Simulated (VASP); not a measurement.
A run of VASP 6.6.1 is set up as follows.

The input INCAR:

```
PREC = Accurate
ENCUT = 1340
EDIFF = 1E-6
ISMEAR = -1
SIGMA = 0.05
LREAL = False
LASPH = True
NELM = 120
ALGO = Normal
ISIF = 2
LWAVE = False
LCHARG = False
GGA = PE
NBANDS = 28
GGA_COMPAT = False
```

Contents of KPOINTS:

```
Automatic mesh
0
Gamma
  2 2 2
```

The input POSCAR:

```
BaTiO3
1.0
    2.8273666084      1.6323808724      2.3183934932
   -2.8273666084      1.6323808724      2.3183934932
    0.0000000000     -3.2647617449      2.3183934932
Ba Ti O
1 1 3
Direct
    0.0000000000      0.0000000000      0.0000000000
    0.4845000000      0.4845000000      0.4845000000
    0.5086000000      0.0175000000      0.5086000000
    0.0175000000      0.5086000000      0.5086000000
    0.5086000000      0.5086000000      0.0175000000
```

Potentials or basis: VASP PAW PBE potentials, release 64 (Ba_sv, Ti_sv, O_h).

The run is started by

```console
$ cat potpaw_PBE.64/Ba_sv/POTCAR potpaw_PBE.64/Ti_sv/POTCAR potpaw_PBE.64/O_h/POTCAR > POTCAR
$ mpirun -np 1 vasp_std > vasp.out
```

(1) Predict the band gap on the k mesh.

(2) What does it give for the largest force?

(3) Estimate the pressure.

Answers

(1) 2.27 eV (least direct gap 2.67 eV).

(2) 2.000 eV/Å.

(3) 8.3 GPa.

Caveat: the k points lie up to 0.78 Å⁻¹ apart; spin-orbit coupling is left out, which moves the levels of the heavy elements; forces of over 1 eV/Å act on the atoms, so gaps and moduli don't describe the material at rest.
